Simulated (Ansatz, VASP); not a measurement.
# Two plane-wave programs on Si

File INCAR:

```
PREC = Accurate
ENCUT = 520
EDIFF = 1E-6
ISMEAR = 0
SIGMA = 0.05
LREAL = False
LASPH = True
NELM = 80
ALGO = Normal
ISIF = 2
LWAVE = False
LCHARG = False
GGA = PE
NBANDS = 16
```

KPOINTS

```
Automatic mesh
0
Gamma
  10 10 10
```

Contents of POSCAR:

```
Si
1.0
   -3.6466857064      3.6466857064      1.9304179815
    3.6466857064     -3.6466857064      1.9304179815
    3.2953994686      3.2953994686     -1.9304179815
Si
4
Direct
    0.1786105079      0.1786105079      0.3572210158
    0.8213894921      0.8213894921      0.6427789842
    0.1786105079      0.8213894921      0.0000000000
    0.8213894921      0.1786105079      0.0000000000
```

Input for Ansatz:

```yaml
crystal:
  lattice:
    - [-3.6466857064, 3.6466857064, 1.9304179815]
    - [3.6466857064, -3.6466857064, 1.9304179815]
    - [3.2953994686, 3.2953994686, -1.9304179815]
  atoms:
    - { symbol: Si, position: [0.1786105079, 0.1786105079, 0.3572210158] }
    - { symbol: Si, position: [0.8213894921, 0.8213894921, 0.6427789842] }
    - { symbol: Si, position: [0.1786105079, 0.8213894921, 0.0] }
    - { symbol: Si, position: [0.8213894921, 0.1786105079, 0.0] }
basis:
  ecutwfc: 420
kpoints:
  mp_grid: { grid: [10, 10, 10] }
hamiltonian:
  xc: pbe
  pseudopotentials: { kind: paw, azcp: { folder: soft_1 } }
scf:
  occupations: { method: gaussian, width: 0.05 }
output:
  forces: true
  stress: true
  eigenvalues: true
```

Change from the starting cell: engineering shear strain xy -0.1050, equal normal strain along x and y +0.0375.

Alike in both runs: task single point; functional PBE; k mesh 10 × 10 × 10; occupations gaussian, width 0.05 eV; no spin polarisation.

|  | VASP | Ansatz |
| --- | --- | --- |
| version | VASP 6.6.1 | Ansatz 0.2.0 |
| potentials or method | VASP PAW PBE potentials, release 64 (Si), cutoff 520 eV | scalar-relativistic, plane waves, PAW |
| valence electrons in the cell | 16 | 16 |

```tsv
	VASP	Ansatz	Ansatz less VASP
gap on the k mesh at the Fermi level (eV)	none	none	-
pressure (GPa)	-5.0	-5.0	+0.04
traceless stress, the component that is largest in VASP (GPa)	4.12	4.12	-0.003
rms of the force components (eV/Å)	0.264	0.265	+0.0013
```

Atom by atom the forces differ by 0.001 eV/Å (rms over components). A gap of «none» marks a metal or a gap that the smearing closes.
